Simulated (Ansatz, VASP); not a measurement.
# PbF2 in VASP and in Ansatz

File POSCAR:

```
PbF2
1.0
    0.0000000000      3.0217857373      3.0217857373
    3.0217857373      0.0000000000      3.0217857373
    3.0217857373      3.0217857373      0.0000000000
Pb F
1 2
Direct
    0.0000000000      0.0000000000      0.0000000000
    0.7500000000      0.7500000000      0.7500000000
    0.2500000000      0.2500000000      0.2500000000
```

File INCAR.step1:

```
SYSTEM = PbF2
PREC = Accurate
ENCUT = 660
ISMEAR = -1
SIGMA = 0.05
LREAL = .FALSE.
LASPH = .TRUE.
NELM = 120
NBANDS = 21
GGA = PE
ALGO = Normal
EDIFF = 1E-5
LWAVE = .TRUE.
LCHARG = .FALSE.
GGA_COMPAT = .FALSE.
```

INCAR.step2

```
SYSTEM = PbF2
PREC = Accurate
ENCUT = 660
EDIFF = 1E-6
ISMEAR = -1
SIGMA = 0.05
LREAL = .FALSE.
LASPH = .TRUE.
NELM = 120
ALGO = Normal
ISIF = 2
LWAVE = .FALSE.
LCHARG = .FALSE.
METAGGA = R2SCAN
LMIXTAU = .TRUE.
NBANDS = 21
ISTART = 1
GGA_COMPAT = .FALSE.
```

Contents of KPOINTS:

```
regular mesh
0
G
  8 8 8
  0 0 0
```

The input input.yaml:

```yaml
crystal:
  lattice:
    - [0.0, 3.0217857373, 3.0217857373]
    - [3.0217857373, 0.0, 3.0217857373]
    - [3.0217857373, 3.0217857373, 0.0]
  atoms:
    - { symbol: Pb, position: [0.0, 0.0, 0.0] }
    - { symbol: F, position: [0.75, 0.75, 0.75] }
    - { symbol: F, position: [0.25, 0.25, 0.25] }
hamiltonian:
  xc: r2scan
  pseudopotentials: { kind: paw }
kpoints:
  mp_grid: { grid: [8, 8, 8] }
scf:
  occupations: { method: fermi_dirac, width: 0.05 }
output:
  forces: true
  stress: true
  eigenvalues: true
```

Alike in both runs: task single point; functional r2SCAN; k mesh 8 × 8 × 8; occupations fermi-dirac, width 0.05 eV; no spin polarisation.

|  | VASP | Ansatz |
| --- | --- | --- |
| version | VASP 6.6.1 | Ansatz 0.2.0 |
| potentials or method | VASP PAW PBE potentials, release 64 (Pb_d, F) | Ansatz PAW |
| plane-wave cutoff (eV) | 660 | 500 |
| valence electrons in the cell | 28 | 28 |

VASP gave:

```
gap on the k mesh at the Fermi level (eV) : 4.94
least direct gap on the mesh (eV)         : 5.08
pressure (GPa)                            : -4.3
```

Estimate Ansatz's values.

gap on the k mesh at the Fermi level (eV): 4.94; least direct gap on the mesh (eV): 5.08; pressure (GPa): -4.1.

VASP's potentials were made for PBE, not for r2SCAN.

Spin-orbit coupling is off throughout.
